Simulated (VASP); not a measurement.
# Ge (Cmmm) in VASP: further runs, part 2 of 2

VASP 6.6.1. Earlier steps stand in the parts before.

### 3 Single point, r2SCAN (strain +0.0100 x Voigt [0, 1, 0, 0, 0, 0])

File POSCAR:

```
Ge
1.0
    1.3971490000     -2.6265211600      0.0000000000
    1.3971490000      2.6265211600      0.0000000000
    0.0000000000      0.0000000000      2.6982310000
Ge
1
Direct
    0.5000000000      0.5000000000      0.0000000000
```

File INCAR.step1:

```
  PREC = Accurate
  ENCUT = 520
  ISMEAR = 0
  SIGMA = 0.15
  LREAL = False
  LASPH = True
  NELM = 60
  NBANDS = 13
  GGA = PE
  ALGO = Normal
  EDIFF = 1E-4
  LWAVE = True
  LCHARG = False
```

File INCAR.step2:

```
  PREC = Accurate
  ENCUT = 520
  EDIFF = 1E-6
  ISMEAR = 0
  SIGMA = 0.15
  LREAL = False
  LASPH = True
  NELM = 60
  ALGO = Normal
  ISIF = 2
  LWAVE = False
  LCHARG = False
  METAGGA = R2SCAN
  LMIXTAU = True
  NBANDS = 13
  ISTART = 1
```

File KPOINTS:

```
Automatic mesh
0
Gamma
  20 20 18
```

Potentials or basis: VASP PAW PBE potentials, release 64 (Ge_d).

Started as:

```
$ cat potpaw_PBE.64/Ge_d/POTCAR > POTCAR
$ cp INCAR.step1 INCAR
$ mpirun -np 1 vasp_std > vasp.out
$ cp INCAR.step2 INCAR
$ mpirun -np 1 vasp_std > vasp.out
```

OUTCAR:

```text
PREC = Accurate
   ENCUT = 520
   EDIFF = 1E-6
   ISMEAR = 0
   LREAL = False
   LASPH = True
   NELM = 60
   ISIF = 2
   METAGGA = R2SCAN
   ISTART = 1

 ion  position               nearest neighbor table
   1  0.500  0.500  0.000-

  LATTYP: Found a base centered orthorhombic cell.
 ALAT       =     2.7942980000
 B/A-ratio  =     1.8799148552
 C/A-ratio  =     0.9656203454

  Lattice vectors:

 A1 = (   1.3971490000,  -2.6265211600,   0.0000000000)
 A2 = (   1.3971490000,   2.6265211600,   0.0000000000)
 A3 = (   0.0000000000,   0.0000000000,   2.6982310000)

Analysis of symmetry for initial positions (statically):
=====================================================================
 Subroutine PRICEL returns:
 Original cell was already a primitive cell.

 Routine SETGRP: Setting up the symmetry group for a
 base centered orthorhombic supercell.

 Subroutine GETGRP returns: Found  8 space group operations
 (whereof  8 operations were pure point group operations)
 out of a pool of  8 trial point group operations.

The static configuration has the point symmetry D_2h.

Analysis of symmetry for dynamics (positions and initial velocities):
=====================================================================
 Subroutine PRICEL returns:
 Original cell was already a primitive cell.

 Routine SETGRP: Setting up the symmetry group for a
 base centered orthorhombic supercell.

 Subroutine GETGRP returns: Found  8 space group operations
 (whereof  8 operations were pure point group operations)
 out of a pool of  8 trial point group operations.

The dynamic configuration has the point symmetry D_2h.

 Subroutine INISYM returns: Found  8 space group operations
 (whereof  8 operations are pure point group operations),
 and found     1 'primitive' translations

----------------------------------------------------------------------------------------

                                     Primitive cell

  volume of cell :      19.8031

  direct lattice vectors                    reciprocal lattice vectors
     1.397149000 -2.626521160  0.000000000     0.357871637 -0.190365875  0.000000000
     1.397149000  2.626521160  0.000000000     0.357871637  0.190365875  0.000000000
     0.000000000  0.000000000  2.698231000     0.000000000  0.000000000  0.370613191

  length of vectors
     2.975002308  2.975002308  2.698231000     0.405353272  0.405353272  0.370613191

  position of ions in fractional coordinates (direct lattice)
     0.500000000  0.500000000  0.000000000

  ion indices of the primitive-cell ions
   primitive index   ion index
                 1           1

----------------------------------------------------------------------------------------

 KPOINTS: Automatic mesh

Automatic generation of k-mesh.
 Grid dimensions read from file:
 generate k-points for:   20   20   18

 Generating k-lattice:

  Cartesian coordinates                     Fractional coordinates (reciprocal lattice)
     0.017893582 -0.009518294  0.000000000     0.050000000  0.000000000  0.000000000
     0.017893582  0.009518294  0.000000000     0.000000000  0.050000000  0.000000000
     0.000000000  0.000000000  0.020589622     0.000000000  0.000000000  0.055555556

  Length of vectors
     0.020267664  0.020267664  0.020589622

  Shift w.r.t. Gamma in fractional coordinates (k-lattice)
     0.000000000  0.000000000  0.000000000

 Subroutine IBZKPT returns following result:
 ===========================================

 Found   1110 irreducible k-points:

 Following reciprocal coordinates:
            Coordinates               Weight
  0.000000  0.000000  0.000000      1.000000
  0.050000  0.000000  0.000000      4.000000
  0.100000  0.000000  0.000000      4.000000
  0.150000 -0.000000  0.000000      4.000000
  0.200000  0.000000  0.000000      4.000000
  0.250000 -0.000000  0.000000      4.000000
[... 16 lines left out ...]
 -0.400000  0.050000  0.000000      4.000000
 -0.350000  0.050000  0.000000      4.000000
 [... further k-points ...]
   k-points           NKPTS =   1110   k-points in BZ     NKDIM =   1110   number of bands    NBANDS=     13
   number of dos      NEDOS =    301   number of ions     NIONS =      1
   total plane-waves  NPLWV =  11520
   dimension x,y,z NGX =    24 NGY =   24 NGZ =   20
   dimension x,y,z NGXF=    48 NGYF=   48 NGZF=   40
   ions per type =               1
   NGX,Y,Z   is equivalent  to a cutoff of  13.41, 13.41, 12.32 a.u.
   NGXF,Y,Z  is equivalent  to a cutoff of  26.82, 26.82, 24.65 a.u.
 SYSTEM =  unknown system
   PREC   = accura    normal or accurate (medium, high low for compatibility)
   ISTART =      1    job   : 0-new  1-cont  2-samecut
   ICHARG =      0    charge: 1-file 2-atom 10-const
   ISPIN  =      1    spin polarized calculation?
   LNONCOLLINEAR =      F non collinear calculations
   LSORBIT =      F    spin-orbit coupling
   LASPH  =      T    aspherical Exc in radial PAW
   ENCUT  =  520.0 eV  38.22 Ry    6.18 a.u.   5.53  5.53  5.02*2*pi/ulx,y,z
   NELM   =     60;   NELMIN=  2; NELMDL=  0     # of ELM steps
   EDIFF  = 0.1E-05   stopping-criterion for ELM
   LREAL  =      F    real-space projection
   EDIFFG = 0.1E-04   stopping-criterion for IOM
   NSW    =      0    number of steps for IOM
   IBRION =     -1    ionic relax: 0-MD 1-quasi-New 2-CG
   NFREE  =      0    steps in history (QN), initial steepest desc. (CG)
   ISIF   =      2    stress and relaxation
   ISYM   =      2    0-nonsym 1-usesym 2-fastsym
   POTIM  = 0.5000    time-step for ionic-motion
   TEBEG  =    0.0;   TEEND  =   0.0 temperature during run
   PSTRESS=    0.0 pullay stress
   NELECT =      14.0000    total number of electrons
   NUPDOWN=      -1.0000    fix difference up-down
   EMIN   =  10.00;   EMAX   =-10.00  energy-range for DOS
   EFERMI =   0.00;   METHOD = LEGACY
   ISMEAR =     0;   SIGMA  =   0.15  broadening in eV -4-tet -1-fermi 0-gaus
   EFERMI_NEDOS =   21; number of points for ismear=-14 and -15
   IALGO  =     38    algorithm
   IMIX   =      4    mixing-type and parameters
     AMIX     =   0.40;   BMIX     =  1.00
     AMIX_MAG =   1.60;   BMIX_MAG =  1.00
  volume/ion in A,a.u.               =      19.80       133.64
  Fermi-wavevector in a.u.,A,eV,Ry     =   1.458389  2.755955 28.938194  2.126897
  Thomas-Fermi vector in A             =   2.575079
   LORBIT       =      0    0 simple, 1 ext, 2 COOP (PROOUT), +10 PAW based schemes
   METAGGA = R2SCAN    functional components
   LHFCALC =     F    Hartree Fock is set to
   AEXX    =    0.0000 exact exchange contribution
   IVDW    =     0    specifies the selected vdW correction
   LEPSILON=     F    determine dielectric tensor
   LRPA    =     F    only Hartree local field effects (RPA)
 non-spin polarized calculation
 Gauss-broadening in eV      SIGMA  =   0.15
  energy-cutoff  :      520.00
  volume of cell :       19.80
 maximum number of plane-waves:       547
 NGX is ok and might be reduce to    24
   NGX = 11   NGY = 11   NGZ = 11

 number of electron      14.0000005 magnetization

 Free energy of the ion-electron system (eV)
  ---------------------------------------------------
  ext. energy  EPLUGINS =         0.00000000
  ---------------------------------------------------
  free energy    TOTEN  =       -13.47366466 eV

  energy without entropy =      -13.46906776  energy(sigma->0) =      -13.47136621

 E-fermi :   6.0143     XC(G=0): -12.0188

 val. band max:        6.0136761610   @ k =   0.3000   0.2500   0.2778
 cond. band min:       6.0303261423   @ k =  -0.4000   0.3000   0.3889
 fundamental gap:      0.0166499813
 Fermi energy:         6.0143193576

 k-point     1 :       0.0000    0.0000    0.0000
  band No.  band energies     occupation
      1     -19.4896      2.00000
      2     -19.4260      2.00000
      3     -19.3669      2.00000
      4     -19.2634      2.00000
      5     -19.2423      2.00000
      6      -7.4211      2.00000
      7      13.0616      0.00000
      8      13.2162      0.00000
      9      15.0290      0.00000
     10      16.5761      0.00000
     11      18.9814      0.00000
     12      21.8290      0.00000
     13      22.0097      0.00000
[... 353 lines left out ...]
 k-point    24 :      -0.3500    0.0500    0.0000
  band No.  band energies     occupation
      1     -19.4563      2.00000
      2     -19.3886      2.00000
      3     -19.3150      2.00000
      4     -19.2863      2.00000
      5     -19.2678      2.00000
      6      -4.7725      2.00000
      7       4.7687      2.00000
      8       9.3497      0.00000
      9      15.4559      0.00000
     10      15.5811      0.00000
     11      20.2572      0.00000
     12      26.8464      0.00000
     13      27.5446      0.00000

 [... further k-points ...]

------------------------ aborting loop because EDIFF is reached ----------------------------------------

  FORCE on cell =-STRESS in cart. coord.  units (eV):
  Direction    XX          YY          ZZ          XY          YZ          ZX
  --------------------------------------------------------------------------------------
  -------------------------------------------------------------------------------------
  Total       -0.3902906     -0.5806733     -0.4608342     -0.0000000      0.0000000      0.0000000
  in kB      -31.5766403    -46.9796391    -37.2840007     -0.0000000      0.0000000      0.0000000
  external PRESSURE =     -38.6134267 kB  Pullay stress =       0.0000000 kB

 VOLUME and BASIS-vectors are now :
 -----------------------------------------------------------------------------
  energy-cutoff  :      520.00
  volume of cell :       19.80
      direct lattice vectors                 reciprocal lattice vectors
     1.397149000 -2.626521160  0.000000000     0.357871637 -0.190365875  0.000000000
     1.397149000  2.626521160  0.000000000     0.357871637  0.190365875  0.000000000
     0.000000000  0.000000000  2.698231000     0.000000000  0.000000000  0.370613191

 POSITION                                       TOTAL-FORCE (eV/Angst)
 -----------------------------------------------------------------------------------
      1.39715      0.00000      0.00000         0.000000      0.000000      0.000000
 -----------------------------------------------------------------------------------
    total drift:                               -0.000000     -0.000000     -0.000000

  FREE ENERGIE OF THE ION-ELECTRON SYSTEM (eV)
  ---------------------------------------------------
  free  energy   TOTEN  =       -13.4736646593 eV

  energy  without entropy=      -13.4690677624  energy(sigma->0) =      -13.47136621
```

OUTCAR.step1:

```text
PREC = Accurate
   ENCUT = 520
   ISMEAR = 0
   LREAL = False
   LASPH = True
   NELM = 60
[... 601 lines left out ...]

 POSITION                                       TOTAL-FORCE (eV/Angst)
 -----------------------------------------------------------------------------------
      1.39715      0.00000      0.00000        -0.000000     -0.000000      0.000000
 -----------------------------------------------------------------------------------
    total drift:                               -0.000000     -0.000000     -0.000000

  FREE ENERGIE OF THE ION-ELECTRON SYSTEM (eV)
  ---------------------------------------------------
  free  energy   TOTEN  =        -4.2688262347 eV

  energy  without entropy=       -4.2641035703  energy(sigma->0) =       -4.26646490
```

Run time: 2.9 min. Hardware: 1 thread of Intel Xeon 6975P-C (Granite Rapids), shared host; peak memory 0.35 GiB.

Results:

```yaml
Free_energy: -13.4737 eV
Pressure: -3.9 GPa
Band_gap_on_the_k_mesh: zero (bands 7 and 8 overlap by 10.03 eV)
```

Stress tensor (GPa, compression positive):
```
-3.16  0.00  0.00
 0.00 -4.70  0.00
 0.00  0.00 -3.73
```

Caveat: the cell differs from its parent crystal (strain +0.0100 x Voigt [0, 1, 0, 0, 0, 0]); the cell stands under tension; the PAW data sets were made with another functional, which shifts forces and pressure a little.
